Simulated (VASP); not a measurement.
# Ga (I4/mmm) in VASP: further runs

Runs on Ga. Level: PBEsol. Tasks: single point.

Everything below comes from runs of VASP 6.6.1. Logs are shortened: lines on timing, memory, paths and dates and some standing lists are left out, and cuts for length are marked.

### 1 The cell of the first run

The structure is tetragonal, space group I4/mmm (No. 139). The conventional cell has a = 2.800 Å, b = 2.800 Å, c = 4.521 Å, α = 90.00°, β = 90.00°, γ = 90.00°. Within 3.7 Å of Ga (site symmetry 4/mmm) lie 12 Ga at 2.80 to 3.00 Å.

### 2 Single point, PBEsol

INCAR

```
SYSTEM = Ga
  PREC = Accurate
  ENCUT = 520
  EDIFF = 1E-7
  ISMEAR = 0
  SIGMA = 0.1
  LREAL = .False.
  LASPH = .True.
  NELM = 80
  ALGO = Fast
  ISIF = 2
  LWAVE = .False.
  LCHARG = .False.
  GGA = PS
  NBANDS = 12
```

KPOINTS

```
regular mesh
0
Gamma
  20 20 20
  0 0 0
```

POSCAR

```
Ga
1.0
   -1.4001506707      1.4001506707      2.2603409459
    1.4001506707     -1.4001506707      2.2603409459
    1.4001506707      1.4001506707     -2.2603409459
Ga
1
Direct
    0.0000000000      0.0000000000      0.0000000000
```

Potentials or basis: VASP PAW PBE potentials, release 64 (Ga_d).

Started as:

```console
> cat potpaw_PBE.64/Ga_d/POTCAR > POTCAR
> mpirun -np 1 vasp_std > vasp.out
```

OUTCAR:

```text
SYSTEM = Ga
   PREC = Accurate
   ENCUT = 520
   EDIFF = 1E-7
   ISMEAR = 0
   LREAL = .False.
   LASPH = .True.
   NELM = 80
   ISIF = 2
   GGA = PS

 ion  position               nearest neighbor table
   1  0.000  0.000  0.000-

  LATTYP: Found a body centered tetragonal cell.
 ALAT       =     2.8003013414
 C/A-ratio  =     1.6143555070

  Lattice vectors:

 A1 = (  -1.4001506707,   1.4001506707,   2.2603409459)
 A2 = (   1.4001506707,  -1.4001506707,   2.2603409459)
 A3 = (   1.4001506707,   1.4001506707,  -2.2603409459)

Analysis of symmetry for initial positions (statically):
=====================================================================
 Subroutine PRICEL returns:
 Original cell was already a primitive cell.

 Routine SETGRP: Setting up the symmetry group for a
 body centered tetragonal supercell.

 Subroutine GETGRP returns: Found 16 space group operations
 (whereof 16 operations were pure point group operations)
 out of a pool of 16 trial point group operations.

The static configuration has the point symmetry D_4h.

Analysis of symmetry for dynamics (positions and initial velocities):
=====================================================================
 Subroutine PRICEL returns:
 Original cell was already a primitive cell.

 Routine SETGRP: Setting up the symmetry group for a
 body centered tetragonal supercell.

 Subroutine GETGRP returns: Found 16 space group operations
 (whereof 16 operations were pure point group operations)
 out of a pool of 16 trial point group operations.

The dynamic configuration has the point symmetry D_4h.

 Subroutine INISYM returns: Found 16 space group operations
 (whereof 16 operations are pure point group operations),
 and found     1 'primitive' translations

----------------------------------------------------------------------------------------

                                     Primitive cell

  volume of cell :      17.7249

  direct lattice vectors                    reciprocal lattice vectors
    -1.400150671  1.400150671  2.260340946     0.000000000  0.357104425  0.221205567
     1.400150671 -1.400150671  2.260340946     0.357104425  0.000000000  0.221205567
     1.400150671  1.400150671 -2.260340946     0.357104425  0.357104425  0.000000000

  length of vectors
     3.004993343  3.004993343  3.004993343     0.420066034  0.420066034  0.505021921

  position of ions in fractional coordinates (direct lattice)
     0.000000000  0.000000000  0.000000000

  ion indices of the primitive-cell ions
   primitive index   ion index
[... 82 lines left out ...]
   TEBEG  =    0.0;   TEEND  =   0.0 temperature during run
   PSTRESS=    0.0 pullay stress
   NELECT =      13.0000    total number of electrons
   NUPDOWN=      -1.0000    fix difference up-down
   EMIN   =  10.00;   EMAX   =-10.00  energy-range for DOS
   EFERMI =   0.00;   METHOD = LEGACY
   ISMEAR =     0;   SIGMA  =   0.10  broadening in eV -4-tet -1-fermi 0-gaus
   EFERMI_NEDOS =   21; number of points for ismear=-14 and -15
   IALGO  =     68    algorithm
   IMIX   =      4    mixing-type and parameters
     AMIX     =   0.40;   BMIX     =  1.00
     AMIX_MAG =   1.60;   BMIX_MAG =  1.00
  volume/ion in A,a.u.               =      17.72       119.61
  Fermi-wavevector in a.u.,A,eV,Ry     =   1.476369  2.789932 29.656130  2.179664
  Thomas-Fermi vector in A             =   2.590904
   LORBIT       =      0    0 simple, 1 ext, 2 COOP (PROOUT), +10 PAW based schemes
   GGA     = PS    functional components
   LHFCALC =     F    Hartree Fock is set to
   AEXX    =    0.0000 exact exchange contribution
   IVDW    =     0    specifies the selected vdW correction
   LEPSILON=     F    determine dielectric tensor
   LRPA    =     F    only Hartree local field effects (RPA)
 non-spin polarized calculation
 RMM-DIIS sequential band-by-band and
 Gauss-broadening in eV      SIGMA  =   0.10
  energy-cutoff  :      520.00
  volume of cell :       17.72
 maximum number of plane-waves:       492
   NGX = 11   NGY = 11   NGZ = 11

 number of electron      12.9999994 magnetization

 Free energy of the ion-electron system (eV)
  ---------------------------------------------------
  ext. energy  EPLUGINS =         0.00000000
  ---------------------------------------------------
  free energy    TOTEN  =        -3.33601146 eV

  energy without entropy =       -3.33409680  energy(sigma->0) =       -3.33505413

 E-fermi :   6.0240     XC(G=0): -11.4665

 val. band max:        6.0151991779   @ k =   0.4000   0.3000   0.1000
 cond. band min:       6.0295070819   @ k =   0.3000   0.2000   0.0500
 fundamental gap:      0.0143079039
 Fermi energy:         6.0240316899

 k-point     1 :       0.0000    0.0000    0.0000
  band No.  band energies     occupation
      1      -9.0084      2.00000
      2      -8.8565      2.00000
      3      -8.8565      2.00000
      4      -8.8527      2.00000
      5      -8.6941      2.00000
      6      -5.5479      2.00000
      7      18.8830      0.00000
      8      18.9251      0.00000
      9      18.9251      0.00000
     10      22.3752      0.00000
     11      22.4427      0.00000
     12      23.1045      0.00000
[... 331 lines left out ...]
 k-point    24 :      -0.3500    0.0500   -0.0000
  band No.  band energies     occupation
      1      -8.9744      2.00000
      2      -8.9464      2.00000
      3      -8.8258      2.00000
      4      -8.7154      2.00000
      5      -8.6833      2.00000
      6      -2.3642      2.00000
      7       6.6763      0.00000
      8      14.6755      0.00000
      9      17.7053      0.00000
     10      19.5115      0.00000
     11      21.4377      0.00000
     12      23.5699      0.00000

 [... further k-points ...]

------------------------ aborting loop because EDIFF is reached ----------------------------------------

  FORCE on cell =-STRESS in cart. coord.  units (eV):
  Direction    XX          YY          ZZ          XY          YZ          ZX
  --------------------------------------------------------------------------------------
  -------------------------------------------------------------------------------------
  Total       -0.0049352     -0.0049352     -0.0066428      0.0000000      0.0000000      0.0000000
  in kB       -0.4460972     -0.4460972     -0.6004523      0.0000000      0.0000000      0.0000000
  external PRESSURE =      -0.4975489 kB  Pullay stress =       0.0000000 kB

 VOLUME and BASIS-vectors are now :
 -----------------------------------------------------------------------------
  energy-cutoff  :      520.00
  volume of cell :       17.72
      direct lattice vectors                 reciprocal lattice vectors
    -1.400150671  1.400150671  2.260340946     0.000000000  0.357104425  0.221205567
     1.400150671 -1.400150671  2.260340946     0.357104425  0.000000000  0.221205567
     1.400150671  1.400150671 -2.260340946     0.357104425  0.357104425  0.000000000

 POSITION                                       TOTAL-FORCE (eV/Angst)
 -----------------------------------------------------------------------------------
      0.00000      0.00000      0.00000        -0.000000      0.000000      0.000000
 -----------------------------------------------------------------------------------
    total drift:                               -0.000000      0.000000      0.000000

  FREE ENERGIE OF THE ION-ELECTRON SYSTEM (eV)
  ---------------------------------------------------
  free  energy   TOTEN  =        -3.3360114608 eV

  energy  without entropy=       -3.3340968016  energy(sigma->0) =       -3.33505413
```

OSZICAR:

```text
N       E                     dE             d eps       ncg     rms          rms(c)
DAV:   1     0.430794023716E+02    0.43079E+02   -0.66639E+03 16708   0.191E+03
DAV:   2    -0.127285913214E+01   -0.44352E+02   -0.42532E+02 16280   0.262E+02
DAV:   3    -0.336546337009E+01   -0.20926E+01   -0.20868E+01 17440   0.454E+01
DAV:   4    -0.338234811405E+01   -0.16885E-01   -0.16883E-01 17904   0.434E+00
DAV:   5    -0.338252346607E+01   -0.17535E-03   -0.17535E-03 18224   0.426E-01    0.100E+00
RMM:   6    -0.334424857489E+01    0.38275E-01   -0.45754E-02 21347   0.308E+00    0.472E-01
RMM:   7    -0.333692760989E+01    0.73210E-02   -0.13223E-02 23064   0.122E+00    0.139E-01
RMM:   8    -0.333600393713E+01    0.92367E-03   -0.14397E-03 23262   0.380E-01    0.116E-02
RMM:   9    -0.333600708249E+01   -0.31454E-05   -0.18431E-04 23834   0.190E-01    0.771E-03
RMM:  10    -0.333601123736E+01   -0.41549E-05   -0.36861E-05 26509   0.723E-02    0.602E-04
RMM:  11    -0.333601143953E+01   -0.20217E-06   -0.30912E-06 21059   0.185E-02    0.453E-04
RMM:  12    -0.333601146082E+01   -0.21292E-07   -0.71930E-07 16749   0.883E-03
   1 F= -.33360115E+01 E0= -.33350541E+01  d E =-.191466E-02
```

stdout:

```text
POSCAR found type information on POSCAR Ga
 POSCAR found :  1 types and       1 ions
 scaLAPACK will be used
 -----------------------------------------------------------------------------
|                                                                             |
|                                                                             |
|     You enforced a specific xc type in the INCAR file but a different       |
|     I HOPE YOU KNOW WHAT YOU ARE DOING!                                     |
|                                                                             |
 -----------------------------------------------------------------------------

 LDA part: xc-table for (Slater+PW92), standard interpolation
 POSCAR, INCAR and KPOINTS ok, starting setup
 FFT: planning ... GRIDC
 FFT: planning ... GRID_SOFT
 FFT: planning ... GRID
 WAVECAR not read
 entering main loop
WARNING in EDDRMM: call to ZHEGV failed, returncode =   8  4     11
WARNING in EDDRMM: call to ZHEGV failed, returncode =   8  4      9
WARNING in EDDRMM: call to ZHEGV failed, returncode =   6  3      9
WARNING in EDDRMM: call to ZHEGV failed, returncode =   8  4     10
WARNING in EDDRMM: call to ZHEGV failed, returncode =   6  3     11
WARNING in EDDRMM: call to ZHEGV failed, returncode =   6  3     11
WARNING in EDDRMM: call to ZHEGV failed, returncode =   6  3      9
WARNING in EDDRMM: call to ZHEGV failed, returncode =   8  4     10
```

It took 58 s on 1 thread of Intel Xeon Platinum 8488C (Sapphire Rapids), shared host; peak memory 0.24 GiB.

What came out:

```
Free energy            : -3.3360 eV
Pressure               : 0.0 GPa
Band gap on the k mesh : zero (an odd number of electrons rules out a gap without spin polarisation)
```

Caveat: the PAW data sets were made with another functional, which shifts forces and pressure a little.

### 3 Single point, PBEsol

INCAR

```
PREC = Accurate
ENCUT = 520
EDIFF = 1E-6
ISMEAR = 0
SIGMA = 0.1
LREAL = False
LASPH = True
NELM = 100
ALGO = Fast
ISIF = 2
LWAVE = False
LCHARG = False
GGA = PS
NBANDS = 12
```

KPOINTS

```
Automatic mesh
0
Gamma
  20 20 20
```

POSCAR is that of step 2.

Potentials or basis: VASP PAW PBE potentials, release 64 (Ga_d).

Started as:

```console
> cat potpaw_PBE.64/Ga_d/POTCAR > POTCAR
> mpirun -np 1 vasp_std > vasp.out
```

It took 53 s on 1 thread of Intel Xeon Platinum 8488C (Sapphire Rapids), shared host; peak memory 0.25 GiB.

The run converged. Its results:

```yaml
Free_energy: -3.3360 eV
Pressure: 0.1 GPa
Band_gap_on_the_k_mesh: zero (an odd number of electrons rules out a gap without spin polarisation)
```

Levels at points of the mesh, in eV from the Fermi level:
| k point | band 3 | band 4 | band 5 | band 6 | band 7 | band 8 | band 9 | band 10 |
| --- | --- | --- | --- | --- | --- | --- | --- | --- |
| (0.00, 0.00, 0.00) | -14.88 | -14.88 | -14.72 | -11.57 | 12.86 | 12.90 | 12.90 | 16.35 |
| (0.50, 0.00, 0.00) | -14.87 | -14.69 | -14.65 | -4.98 | -4.28 | 8.39 | 12.02 | 12.45 |
| (0.50, 0.50, 0.00) | -14.70 | -14.69 | -14.57 | -2.19 | -1.25 | 3.96 | 5.00 | 8.07 |
| (0.50, 0.50, 0.50) | -14.66 | -14.66 | -14.66 | -4.09 | -3.79 | 6.70 | 6.70 | 9.92 |

Caveat: the PAW data sets were made with another functional, which shifts forces and pressure a little.

(Part 1 of 2 ends here.)

The gap in the log of VASP goes by the Fermi energy; the results here count the filled bands.